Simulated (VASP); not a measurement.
# Al5As (P4/mmm) in VASP: single point with PBE

Aim: the single point of Al5As with PBE.

Program: VASP 6.6.1. These are calculated values, not measurements. Logs are shortened: lines on timing, memory, paths and dates and some standing lists are left out, and cuts for length are marked.

## (1) The cell of the first run

Symmetry: P4/mmm, No. 123, tetragonal system. The conventional cell has a = 7.737 Å, b = 7.737 Å, c = 2.660 Å, α = 90.00°, β = 90.00°, γ = 90.00°. Within 3.4 Å of Al (site symmetry m2m) lie 1 As at 2.56 Å and 3 Al at 2.62 to 2.66 Å. Al (site symmetry 4/mmm) has 2 Al at 2.66 Å within 3.5 Å. As (site symmetry 4/mmm) has 4 Al at 2.56 Å and 2 As at 2.66 Å within 3.4 Å.

## (2) Single point, PBE

Input file POSCAR:

```
Al5As
1.0
    7.7373416262      0.0000000000      0.0000000000
    0.0000000000      7.7373416262      0.0000000000
    0.0000000000      0.0000000000      2.6602605662
Al As
5 1
Direct
    0.1695667815      0.5000000000      0.0000000000
    0.8304332185      0.5000000000      0.0000000000
    0.5000000000      0.1695667815      0.0000000000
    0.5000000000      0.8304332185      0.0000000000
    0.0000000000      0.0000000000      0.5000000000
    0.5000000000      0.5000000000      0.0000000000
```

Input file INCAR.step1:

```
  PREC = Accurate
  ENCUT = 520
  EDIFF = 1E-7
  ISMEAR = 0
  SIGMA = 0.1
  LREAL = F
  LASPH = T
  NELM = 80
  ALGO = Fast
  ISIF = 2
  LWAVE = F
  LCHARG = T
  GGA = PE
  NBANDS = 19
```

Input file KPOINTS.step1:

```
regular mesh
0
Gamma
  6 6 14
```

Input file INCAR.step2:

```
  PREC = Accurate
  ENCUT = 520
  EDIFF = 1E-7
  ISMEAR = -5
  SIGMA = 0.1
  LREAL = F
  LASPH = T
  NELM = 80
  ALGO = Fast
  ISIF = 2
  LWAVE = F
  LCHARG = F
  GGA = PE
  LORBIT = 11
  NEDOS = 2001
  ICHARG = 11
```

Input file KPOINTS.step2:

```
regular mesh
0
Gamma
  9 9 21
```

Potentials or basis: VASP PAW PBE potentials, release 64 (Al, As).

Launch:

```console
cat potpaw_PBE.64/Al/POTCAR potpaw_PBE.64/As/POTCAR > POTCAR
cp INCAR.step1 INCAR
cp KPOINTS.step1 KPOINTS
mpirun -np 1 vasp_std > vasp.out
cp INCAR.step2 INCAR
cp KPOINTS.step2 KPOINTS
mpirun -np 1 vasp_std > vasp.out
```

OUTCAR:

```text
PREC = Accurate
   ENCUT = 520
   EDIFF = 1E-7
   ISMEAR = -5
   LREAL = F
   LASPH = T
   NELM = 80
   ISIF = 2
   GGA = PE
   LORBIT = 11
   ICHARG = 11

 ion  position               nearest neighbor table
   1  0.170  0.500  0.000-   6 2.56   2 2.62
   2  0.830  0.500  0.000-   6 2.56   1 2.62
   3  0.500  0.170  0.000-   6 2.56   4 2.62
   4  0.500  0.830  0.000-   6 2.56   3 2.62
   5  0.000  0.000  0.500-
   6  0.500  0.500  0.000-   1 2.56   2 2.56   3 2.56   4 2.56

  LATTYP: Found a simple tetragonal cell.
 ALAT       =     7.7373416262
 C/A-ratio  =     0.3438210040

  Lattice vectors:

 A1 = (   7.7373416262,   0.0000000000,   0.0000000000)
 A2 = (   0.0000000000,   7.7373416262,   0.0000000000)
 A3 = (   0.0000000000,   0.0000000000,   2.6602605662)

Analysis of symmetry for initial positions (statically):
=====================================================================
 Subroutine PRICEL returns:
 Original cell was already a primitive cell.

 Routine SETGRP: Setting up the symmetry group for a
 simple tetragonal supercell.

 Subroutine GETGRP returns: Found 16 space group operations
 (whereof 16 operations were pure point group operations)
 out of a pool of 16 trial point group operations.

The static configuration has the point symmetry D_4h.

Analysis of symmetry for dynamics (positions and initial velocities):
=====================================================================
 Subroutine PRICEL returns:
 Original cell was already a primitive cell.

 Routine SETGRP: Setting up the symmetry group for a
 simple tetragonal supercell.

 Subroutine GETGRP returns: Found 16 space group operations
 (whereof 16 operations were pure point group operations)
 out of a pool of 16 trial point group operations.

The dynamic configuration has the point symmetry D_4h.

 Subroutine INISYM returns: Found 16 space group operations
 (whereof 16 operations are pure point group operations),
 and found     1 'primitive' translations

----------------------------------------------------------------------------------------

                                     Primitive cell

  volume of cell :     159.2604

  direct lattice vectors                    reciprocal lattice vectors
[... 121 lines left out ...]
   LORBIT       =     11    0 simple, 1 ext, 2 COOP (PROOUT), +10 PAW based schemes
   GGA     = PE    functional components
   LHFCALC =     F    Hartree Fock is set to
   AEXX    =    0.0000 exact exchange contribution
   IVDW    =     0    specifies the selected vdW correction
   LEPSILON=     F    determine dielectric tensor
   LRPA    =     F    only Hartree local field effects (RPA)
 non-spin polarized calculation
 RMM-DIIS sequential band-by-band and
 Fermi weights with tetrahedron method with Bloechl corrections
  energy-cutoff  :      520.00
  volume of cell :      159.26
 maximum number of plane-waves:      4342
 NGX is ok and might be reduce to    60

 number of electron      20.0000000 magnetization

 Free energy of the ion-electron system (eV)
  ---------------------------------------------------
  ext. energy  EPLUGINS =         0.00000000
  ---------------------------------------------------
  free energy    TOTEN  =       -19.46860316 eV

  energy without entropy =      -19.46860316  energy(sigma->0) =      -19.46860316

 E-fermi :   3.5741     XC(G=0):  -8.4025

 val. band max:        3.6714027924   @ k =   0.4444   0.4444   0.1905
 cond. band min:       3.4739277012   @ k =   0.3333   0.2222   0.2381
 fundamental gap:     -0.1974750912
 Fermi energy:         3.5740737320

 k-point     1 :       0.0000    0.0000    0.0000
  band No.  band energies     occupation
      1      -9.6683      2.00000
      2      -3.6019      2.00000
      3      -3.2876      2.00000
      4      -3.2876      2.00000
      5      -3.2739      2.00000
      6      -1.9613      2.00000
      7       1.7004      2.00000
      8       1.7004      2.00000
      9       2.3701      2.00000
     10       2.9110      2.00000
     11       2.9110      2.00000
     12       3.7084      0.00000
     13       3.7129      0.00000
     14       5.9079      0.00000
[... 377 lines left out ...]
      1      -9.6143      2.00000
      2      -4.2607      2.00000
      3      -3.6312      2.00000
      4      -2.8008      2.00000
      5      -2.3125      2.00000
      6      -0.9824      2.00000
      7      -0.2041      2.00000
      8       1.1745      2.00000
      9       2.3026      2.00000
     10       2.9551      2.00000
     11       3.7206     -0.03792
     12       4.3805      0.00000
     13       4.5028      0.00000
     14       5.1265      0.00000

 [... further k-points ...]

------------------------ aborting loop because EDIFF is reached ----------------------------------------

  FORCE on cell =-STRESS in cart. coord.  units (eV):
  Direction    XX          YY          ZZ          XY          YZ          ZX
  --------------------------------------------------------------------------------------
  -------------------------------------------------------------------------------------
  Total        0.2948173      0.2948173      1.8999317      0.0000000      0.0000000      0.0000000
  in kB        2.9658950      2.9658950     19.1135276      0.0000000      0.0000000      0.0000000
  external PRESSURE =       8.3484392 kB  Pullay stress =       0.0000000 kB

 VOLUME and BASIS-vectors are now :
 -----------------------------------------------------------------------------
  energy-cutoff  :      520.00
  volume of cell :      159.26
      direct lattice vectors                 reciprocal lattice vectors
     7.737341626  0.000000000  0.000000000     0.129243356  0.000000000  0.000000000
     0.000000000  7.737341626  0.000000000     0.000000000  0.129243356  0.000000000
     0.000000000  0.000000000  2.660260566     0.000000000  0.000000000  0.375903027

 POSITION                                       TOTAL-FORCE (eV/Angst)
 -----------------------------------------------------------------------------------
      1.31200      3.86867      0.00000         0.236542     -0.000000     -0.000000
      6.42535      3.86867      0.00000        -0.236542     -0.000000      0.000000
      3.86867      1.31200      0.00000         0.000000      0.236542      0.000000
      3.86867      6.42535      0.00000         0.000000     -0.236542     -0.000000
      0.00000      0.00000      1.33013         0.000000     -0.000000      0.000000
      3.86867      3.86867      0.00000         0.000000     -0.000000      0.000000
 -----------------------------------------------------------------------------------
    total drift:                                0.000000      0.000000     -0.000000

  FREE ENERGIE OF THE ION-ELECTRON SYSTEM (eV)
  ---------------------------------------------------
  free  energy   TOTEN  =       -19.4686031587 eV

  energy  without entropy=      -19.4686031587  energy(sigma->0) =      -19.46860316

 total charge

# of ion       s       p       d       tot
------------------------------------------
    1        0.488   0.290   0.000   0.778
    2        0.488   0.290   0.000   0.778
    3        0.488   0.290   0.000   0.778
    4        0.488   0.290   0.000   0.778
    5        0.517   0.215   0.000   0.732
    6        1.265   1.542   0.063   2.870
--------------------------------------------------
tot          3.733   2.916   0.063   6.712
```

It took 2.8 min on 1 thread of Intel Xeon 6975P-C (Granite Rapids), shared host; peak memory 0.5 GiB.

Results:

```
Valence electrons inside the program's atomic spheres : Al 0.78, 0.73 (each value once); As 2.87
```
